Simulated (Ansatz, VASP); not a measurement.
**Two plane-wave programs on Y**

Contents of INCAR:

```
ALGO     = Fast           # electronic algorithm
EDIFF    = 1E-7           # SCF threshold, eV
ENCUT    = 520            # plane-wave cutoff, eV
GGA      = PS             # functional
ISIF     = 2              # what is computed and relaxed
ISMEAR   = 0              # smearing method
LASPH    = T              # aspherical terms in the spheres
LCHARG   = F              # write CHGCAR
LREAL    = F              # projectors in reciprocal space
LWAVE    = F              # write WAVECAR
NBANDS   = 18             # bands
NELM     = 80             # most SCF steps
PREC     = Accurate       # precision mode
SIGMA    = 0.15           # smearing width, eV
```

Contents of KPOINTS:

```
k-points
0
Gamma
  15 15 8
```

POSCAR

```
Y
1.0
    3.7975592066      0.0000000000      0.0000000000
   -1.8987796033      3.2887827453      0.0000000000
    0.0000000000      0.0000000000      5.7474000000
Y
2
Direct
    0.3333333333      0.6666666667      0.2500000000
    0.6666666667      0.3333333333      0.7500000000
```

Input for Ansatz:

```yaml
crystal:
  lattice:
    - [3.7975592066, 0.0, 0.0]
    - [-1.8987796033, 3.2887827453, 0.0]
    - [0.0, 0.0, 5.7474]
  atoms:
    - { symbol: "Y", position: [0.3333333333, 0.6666666667, 0.25] }
    - { symbol: "Y", position: [0.6666666667, 0.3333333333, 0.75] }
basis:
  ecutwfc: 420
kpoints:
  mp_grid: { grid: [15, 15, 8] }
hamiltonian:
  xc: pbesol
scf:
  occupations: { method: gaussian, width: 0.15 }
output:
  forces: true
  stress: true
  eigenvalues: true
```

Change from the starting cell: strain +0.040 along x and y, +0.000 along z, atoms carried along.

Alike in both runs: task single point; functional PBEsol; k mesh 15 × 15 × 8; occupations gaussian, width 0.15 eV; no spin polarisation.

|  | VASP | Ansatz |
| --- | --- | --- |
| version | VASP 6.6.1 | Ansatz 0.2.0 |
| potentials or method | VASP PAW PBE potentials, release 64 (Y_sv), cutoff 520 eV | scalar-relativistic, plane waves, PAW |
| valence electrons in the cell | 22 | 22 |

|  | VASP | Ansatz | Ansatz less VASP |
| --- | --- | --- | --- |
| gap on the k mesh at the Fermi level (eV) | none | none | - |
| pressure (GPa) | -4.8 | -4.7 | +0.07 |
| traceless stress, the component that is largest in VASP (GPa) | 0.88 | 0.88 | +0.003 |

VASP's potentials were made for PBE, not for PBEsol. A gap of «none» marks a metal or a gap that the smearing closes. The functional is the same, so the differences come from potentials, cutoffs and numerics.
